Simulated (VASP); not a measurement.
# Si (Fd-3m) in VASP: notebook

Si is run at these levels: PBE; tasks: single point.

Everything below comes from runs of VASP 6.6.1. Logs are shortened: lines on timing, memory, paths and dates and some standing lists are left out, and cuts for length are marked.

## (1) The cell of the first run

The structure is cubic, space group Fd-3m (No. 227). The conventional cell has a = 5.470 Å, b = 5.470 Å, c = 5.470 Å, α = 90.00°, β = 90.00°, γ = 90.00°. Si (site symmetry -43m) has 4 Si at 2.37 Å within 3.1 Å.

## (2) Single point, PBE

INCAR reads:

```
PREC = Accurate ; ENCUT = 520
EDIFF = 1E-6 ; ISMEAR = 0
SIGMA = 0.01 ; LREAL = F
LASPH = T ; NELM = 60
ALGO = Normal ; ISIF = 2
LWAVE = F ; LCHARG = T
GGA = PE ; LELF = T
LVHAR = T ; NBANDS = 11
```

KPOINTS reads:

```
regular mesh
0
Gamma
  6 6 6
```

POSCAR reads:

```
Si
1.0
    0.0000000000      2.7351466460      2.7351466460
    2.7351466460      0.0000000000      2.7351466460
    2.7351466460      2.7351466460      0.0000000000
Si
2
Direct
    0.0000000000      0.0000000000      0.0000000000
    0.2500000000      0.2500000000      0.2500000000
```

Potentials or basis: VASP PAW PBE potentials, release 64 (Si).

Command:

```sh
$ cat potpaw_PBE.64/Si/POTCAR > POTCAR
$ mpirun -np 1 vasp_std > vasp.out
```

OUTCAR:

```text
PREC = Accurate
   ENCUT = 520
   EDIFF = 1E-6
   ISMEAR = 0
   LREAL = F
   LASPH = T
   NELM = 60
   ISIF = 2
   GGA = PE

 ion  position               nearest neighbor table
   1  0.000  0.000  0.000-   2 2.37   2 2.37   2 2.37   2 2.37
   2  0.250  0.250  0.250-   1 2.37   1 2.37   1 2.37   1 2.37

  LATTYP: Found a face centered cubic cell.
 ALAT       =     5.4702932920

  Lattice vectors:

 A1 = (   0.0000000000,   2.7351466460,   2.7351466460)
 A2 = (   2.7351466460,   0.0000000000,   2.7351466460)
 A3 = (   2.7351466460,   2.7351466460,   0.0000000000)

Analysis of symmetry for initial positions (statically):
=====================================================================
 Subroutine PRICEL returns:
 Original cell was already a primitive cell.

 Routine SETGRP: Setting up the symmetry group for a
 face centered cubic supercell.

 Subroutine GETGRP returns: Found 48 space group operations
 (whereof 24 operations were pure point group operations)
 out of a pool of 48 trial point group operations.

The static configuration has the point symmetry T_d .
 The point group associated with its full space group is O_h .

Analysis of symmetry for dynamics (positions and initial velocities):
=====================================================================
 Subroutine PRICEL returns:
 Original cell was already a primitive cell.

 Routine SETGRP: Setting up the symmetry group for a
 face centered cubic supercell.

 Subroutine GETGRP returns: Found 48 space group operations
 (whereof 24 operations were pure point group operations)
 out of a pool of 48 trial point group operations.

The dynamic configuration has the point symmetry T_d .
 The point group associated with its full space group is O_h .

 Subroutine INISYM returns: Found 48 space group operations
 (whereof 24 operations are pure point group operations),
 and found     1 'primitive' translations

----------------------------------------------------------------------------------------

                                     Primitive cell

  volume of cell :      40.9234

  direct lattice vectors                    reciprocal lattice vectors
     0.000000000  2.735146646  2.735146646    -0.182805555  0.182805555  0.182805555
     2.735146646  0.000000000  2.735146646     0.182805555 -0.182805555  0.182805555
     2.735146646  2.735146646  0.000000000     0.182805555  0.182805555 -0.182805555

  length of vectors
     3.868081482  3.868081482  3.868081482     0.316628509  0.316628509  0.316628509

  position of ions in fractional coordinates (direct lattice)
     0.000000000  0.000000000  0.000000000
     0.250000000  0.250000000  0.250000000

  ion indices of the primitive-cell ions
   primitive index   ion index
                 1           1
                 2           2

----------------------------------------------------------------------------------------

 KPOINTS: regular mesh

Automatic generation of k-mesh.
 Grid dimensions read from file:
 generate k-points for:    6    6    6

 Generating k-lattice:

  Cartesian coordinates                     Fractional coordinates (reciprocal lattice)
    -0.030467592  0.030467592  0.030467592     0.166666667  0.000000000  0.000000000
     0.030467592 -0.030467592  0.030467592     0.000000000  0.166666667  0.000000000
     0.030467592  0.030467592 -0.030467592     0.000000000  0.000000000  0.166666667

  Length of vectors
     0.052771418  0.052771418  0.052771418

  Shift w.r.t. Gamma in fractional coordinates (k-lattice)
     0.000000000  0.000000000  0.000000000

 Subroutine IBZKPT returns following result:
 ===========================================

 Found     16 irreducible k-points:

 Following reciprocal coordinates:
            Coordinates               Weight
  0.000000  0.000000  0.000000      1.000000
  0.166667  0.000000  0.000000      8.000000
  0.333333  0.000000  0.000000      8.000000
  0.500000  0.000000  0.000000      4.000000
  0.166667  0.166667  0.000000      6.000000
  0.333333  0.166667  0.000000     24.000000
[... 8 lines left out ...]
 -0.333333  0.333333  0.166667     24.000000
 -0.333333  0.500000  0.166667     12.000000
   k-points           NKPTS =     16   k-points in BZ     NKDIM =     16   number of bands    NBANDS=     11
   number of dos      NEDOS =    301   number of ions     NIONS =      2
   total plane-waves  NPLWV =  27000
   dimension x,y,z NGX =    30 NGY =   30 NGZ =   30
   dimension x,y,z NGXF=    60 NGYF=   60 NGZF=   60
   ions per type =               2
   NGX,Y,Z   is equivalent  to a cutoff of  12.89, 12.89, 12.89 a.u.
   NGXF,Y,Z  is equivalent  to a cutoff of  25.79, 25.79, 25.79 a.u.
 SYSTEM =  unknown system
   PREC   = accura    normal or accurate (medium, high low for compatibility)
   ISTART =      0    job   : 0-new  1-cont  2-samecut
   ICHARG =      2    charge: 1-file 2-atom 10-const
   ISPIN  =      1    spin polarized calculation?
   LNONCOLLINEAR =      F non collinear calculations
   LSORBIT =      F    spin-orbit coupling
   LASPH  =      T    aspherical Exc in radial PAW
   ENCUT  =  520.0 eV  38.22 Ry    6.18 a.u.   7.19  7.19  7.19*2*pi/ulx,y,z
   NELM   =     60;   NELMIN=  2; NELMDL= -5     # of ELM steps
   EDIFF  = 0.1E-05   stopping-criterion for ELM
   LREAL  =      F    real-space projection
   EDIFFG = 0.1E-04   stopping-criterion for IOM
   NSW    =      0    number of steps for IOM
   IBRION =     -1    ionic relax: 0-MD 1-quasi-New 2-CG
   NFREE  =      0    steps in history (QN), initial steepest desc. (CG)
   ISIF   =      2    stress and relaxation
   ISYM   =      2    0-nonsym 1-usesym 2-fastsym
   POTIM  = 0.5000    time-step for ionic-motion
   TEBEG  =    0.0;   TEEND  =   0.0 temperature during run
   PSTRESS=    0.0 pullay stress
   NELECT =       8.0000    total number of electrons
   NUPDOWN=      -1.0000    fix difference up-down
   EMIN   =  10.00;   EMAX   =-10.00  energy-range for DOS
   EFERMI =   0.00;   METHOD = LEGACY
   ISMEAR =     0;   SIGMA  =   0.01  broadening in eV -4-tet -1-fermi 0-gaus
   EFERMI_NEDOS =   21; number of points for ismear=-14 and -15
   IALGO  =     38    algorithm
   IMIX   =      4    mixing-type and parameters
     AMIX     =   0.40;   BMIX     =  1.00
     AMIX_MAG =   1.60;   BMIX_MAG =  1.00
  volume/ion in A,a.u.               =      20.46       138.08
  Fermi-wavevector in a.u.,A,eV,Ry     =   0.950125  1.795476 12.282497  0.902738
  Thomas-Fermi vector in A             =   2.078473
   LORBIT       =      0    0 simple, 1 ext, 2 COOP (PROOUT), +10 PAW based schemes
   GGA     = PE    functional components
   LHFCALC =     F    Hartree Fock is set to
   AEXX    =    0.0000 exact exchange contribution
   IVDW    =     0    specifies the selected vdW correction
   LEPSILON=     F    determine dielectric tensor
   LRPA    =     F    only Hartree local field effects (RPA)
 non-spin polarized calculation
 Gauss-broadening in eV      SIGMA  =   0.01
  energy-cutoff  :      520.00
  volume of cell :       40.92
 maximum number of plane-waves:      1113
 NGX is ok and might be reduce to    30
   NGX = 15   NGY = 15   NGZ = 15

 number of electron       8.0000001 magnetization

 Free energy of the ion-electron system (eV)
  ---------------------------------------------------
  ext. energy  EPLUGINS =         0.00000000
  ---------------------------------------------------
  free energy    TOTEN  =       -10.82635072 eV

  energy without entropy =      -10.82635072  energy(sigma->0) =      -10.82635072

 E-fermi :   5.7045     XC(G=0):  -9.3194

 val. band max:        5.6153262237   @ k =   0.0000   0.0000   0.0000
 cond. band min:       6.3654057749   @ k =   0.5000   0.5000   0.0000
 fundamental gap:      0.7500795512
 Fermi energy:         5.7045358360

 k-point     1 :       0.0000    0.0000    0.0000
  band No.  band energies     occupation
      1      -6.1950      2.00000
      2       5.6153      2.00000
      3       5.6153      2.00000
      4       5.6153      2.00000
      5       8.1687      0.00000
      6       8.1687      0.00000
      7       8.1687      0.00000
      8       8.7400      0.00000
      9      13.3202      0.00000
     10      13.3202      0.00000
     11      13.4887      0.00000

 k-point     2 :       0.1667    0.0000    0.0000
  band No.  band energies     occupation
      1      -5.8406      2.00000
      2       3.2520      2.00000
      3       5.1745      2.00000
      4       5.1745      2.00000
      5       7.8966      0.00000
      6       8.8040      0.00000
      7       8.8040      0.00000
      8      10.8867      0.00000
      9      12.6964      0.00000
     10      12.6964      0.00000
     11      14.6112      0.00000

 k-point     3 :       0.3333    0.0000    0.0000
  band No.  band energies     occupation
      1      -4.8458      2.00000
      2       0.3470      2.00000
      3       4.6329      2.00000
      4       4.6329      2.00000
      5       7.3036      0.00000
      6       9.1153      0.00000
      7       9.1153      0.00000
      8      13.3937      0.00000
      9      13.5655      0.00000
     10      13.5655      0.00000
     11      14.5899      0.00000
[... 155 lines left out ...]
 k-point    15 :      -0.3333    0.3333    0.1667
  band No.  band energies     occupation
      1      -2.9912      2.00000
      2      -1.1628      2.00000
      3       1.6921      2.00000
      4       2.9191      2.00000
      5       8.9783      0.00000
      6       9.1295      0.00000
      7      11.6687      0.00000
      8      12.0491      0.00000
      9      13.0785      0.00000
     10      16.5975      0.00000
     11      17.4169      0.00000

 k-point    16 :      -0.3333    0.5000    0.1667
  band No.  band energies     occupation
      1      -2.0160      2.00000
      2      -2.0160      2.00000
      3       2.0565      2.00000
      4       2.0565      2.00000
      5       8.3645      0.00000
      6       8.3645      0.00000
      7      12.2981      0.00000
      8      12.2981      0.00000
      9      16.0582      0.00000
     10      16.0582      0.00000
     11      18.4000      0.00000

------------------------ aborting loop because EDIFF is reached ----------------------------------------

  FORCE on cell =-STRESS in cart. coord.  units (eV):
  Direction    XX          YY          ZZ          XY          YZ          ZX
  --------------------------------------------------------------------------------------
  -------------------------------------------------------------------------------------
  Total       -0.0044341     -0.0044341     -0.0044341      0.0000000      0.0000000      0.0000000
  in kB       -0.1735997     -0.1735997     -0.1735997      0.0000000      0.0000000      0.0000000
  external PRESSURE =      -0.1735997 kB  Pullay stress =       0.0000000 kB

 VOLUME and BASIS-vectors are now :
 -----------------------------------------------------------------------------
  energy-cutoff  :      520.00
  volume of cell :       40.92
      direct lattice vectors                 reciprocal lattice vectors
     0.000000000  2.735146646  2.735146646    -0.182805555  0.182805555  0.182805555
     2.735146646  0.000000000  2.735146646     0.182805555 -0.182805555  0.182805555
     2.735146646  2.735146646  0.000000000     0.182805555  0.182805555 -0.182805555

 POSITION                                       TOTAL-FORCE (eV/Angst)
 -----------------------------------------------------------------------------------
      0.00000      0.00000      0.00000        -0.000000     -0.000000     -0.000000
      1.36757      1.36757      1.36757         0.000000      0.000000      0.000000
 -----------------------------------------------------------------------------------
    total drift:                               -0.000000     -0.000000     -0.000000

  FREE ENERGIE OF THE ION-ELECTRON SYSTEM (eV)
  ---------------------------------------------------
  free  energy   TOTEN  =       -10.8263507188 eV

  energy  without entropy=      -10.8263507188  energy(sigma->0) =      -10.82635072
```

Wall time 5.3 s (1 thread of Intel Xeon Platinum 8488C (Sapphire Rapids), shared host); peak memory 0.15 GiB.

Results:

```yaml
Free_energy: -10.8264 eV
Pressure: 0.0 GPa
Band_gap_on_the_k_mesh: 0.75 eV, indirect (least direct gap 2.55 eV)
```

A k mesh can miss the band edges.

(Part 1 of 4 ends here.)
